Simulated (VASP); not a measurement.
Input of a VASP 6.6.1 run:

INCAR

```
ALGO     = Normal         # electronic algorithm
EDIFF    = 1E-6           # SCF threshold, eV
ENCUT    = 520            # plane-wave cutoff, eV
GGA      = PE             # functional
ISIF     = 2              # what is computed and relaxed
ISMEAR   = 1              # smearing method
LASPH    = True           # aspherical terms in the spheres
LCHARG   = False          # write CHGCAR
LREAL    = False          # projectors in reciprocal space
LWAVE    = False          # write WAVECAR
NBANDS   = 43             # bands
NELM     = 60             # most SCF steps
PREC     = Accurate       # precision mode
SIGMA    = 0.05           # smearing width, eV
```

The input KPOINTS:

```
k-points
0
Gamma
  5 5 5
```

File POSCAR:

```
Pb2O
1.0
    5.2325278851      0.0000000000      0.0000000000
    0.0000000000      5.2325278851      0.0000000000
    0.0000000000      0.0000000000      5.2325278851
Pb O
4 2
Direct
    0.2500000000      0.2500000000      0.2500000000
    0.7500000000      0.7500000000      0.2500000000
    0.2500000000      0.7500000000      0.7500000000
    0.7500000000      0.2500000000      0.7500000000
    0.0000000000      0.0000000000      0.0000000000
    0.5000000000      0.5000000000      0.5000000000
```

Potentials or basis: VASP PAW PBE potentials, release 64 (Pb_d, O).

Launch:

```sh
$ cat potpaw_PBE.64/Pb_d/POTCAR potpaw_PBE.64/O/POTCAR > POTCAR
$ mpirun -np 1 vasp_std > vasp.out
```

(1) Estimate the pressure.

(2) Predict the band gap on the k mesh.

## Answers

(1) 8.8 GPa.

(2) zero (bands 34 and 35 overlap by 0.40 eV).

Caveat: the cell stands under pressure; semilocal functionals underestimate gaps, so a narrow gap can read as zero; spin-orbit coupling is left out, which moves the levels of the heavy elements.
